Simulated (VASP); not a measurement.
A run of VASP 6.6.1 is set up as follows.

Contents of INCAR:

```
PREC = Accurate
ENCUT = 520
EDIFF = 1E-6
ISMEAR = 0
SIGMA = 0.15
LREAL = F
LASPH = T
NELM = 60
ALGO = Fast
ISIF = 2
LWAVE = F
LCHARG = F
GGA = PE
NBANDS = 13
```

File KPOINTS:

```
regular mesh
0
Gamma
  20 20 20
```

Contents of POSCAR:

```
Ru
1.0
    0.0000000000      1.9050840393      1.9050840393
    1.9050840393      0.0000000000      1.9050840393
    1.9050840393      1.9050840393      0.0000000000
Ru
1
Direct
    0.0000000000      0.0000000000      0.0000000000
```

Potentials or basis: VASP PAW PBE potentials, release 64 (Ru_pv).

Run with:

```console
$ cat potpaw_PBE.64/Ru_pv/POTCAR > POTCAR
$ mpirun -np 1 vasp_std > vasp.out
```

Predict the band gap on the k mesh.

zero (band 7 reaches 14.62 eV, above the bottom of band 8 at 11.11 eV).

Estimate the pressure.

0.2 GPa.
